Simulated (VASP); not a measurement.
A run of VASP 6.6.1 is set up as follows.

Contents of INCAR:

```
SYSTEM = Ti
PREC     = Accurate       ! precision mode
ENCUT    = 600            ! plane-wave cutoff, eV
EDIFF    = 1E-6           ! SCF threshold, eV
ISMEAR   = 0              ! smearing method
SIGMA    = 0.1            ! smearing width, eV
LREAL    = .False.        ! projectors in reciprocal space
LASPH    = .True.         ! aspherical terms in the spheres
NELM     = 100            ! most SCF steps
ALGO     = Fast           ! electronic algorithm
ISIF     = 4              ! what is computed and relaxed
LWAVE    = .False.        ! write WAVECAR
LCHARG   = .False.        ! write CHGCAR
GGA      = PS             ! functional
IBRION   = 2              ! ionic algorithm
NSW      = 50             ! ionic steps
EDIFFG   = -0.01          ! ionic threshold
```

File KPOINTS:

```
regular mesh
0
Gamma
  18 18 10
  0 0 0
```

File POSCAR:

```
Ti
1.0
    2.9291952877      0.0000000000      0.0000000000
   -1.4645976439      2.5367575318      0.0000000000
    0.0000000000      0.0000000000      4.6363788755
Ti
2
Direct
    0.3333333333      0.6666666667      0.2500000000
    0.6666666667      0.3333333333      0.7500000000
```

Potentials or basis: VASP PAW PBE potentials, release 64 (Ti_sv).

Run with:

```console
$ cat potpaw_PBE.64/Ti_sv/POTCAR > POTCAR
$ mpirun -np 1 vasp_std > vasp.out
```

Task: Predict the band gap on the k mesh.

Result: Zero (band 12 reaches 9.07 eV, above the bottom of band 13 at 7.97 eV).

Stress tensor (GPa, compression positive):
```
-3.60  0.00  0.00
 0.00 -3.60  0.00
 0.00  0.00 -3.73
```

Caveat: the relaxation stopped at its first step, so nothing moved; the PAW data sets were made with another functional, which shifts forces and pressure a little.
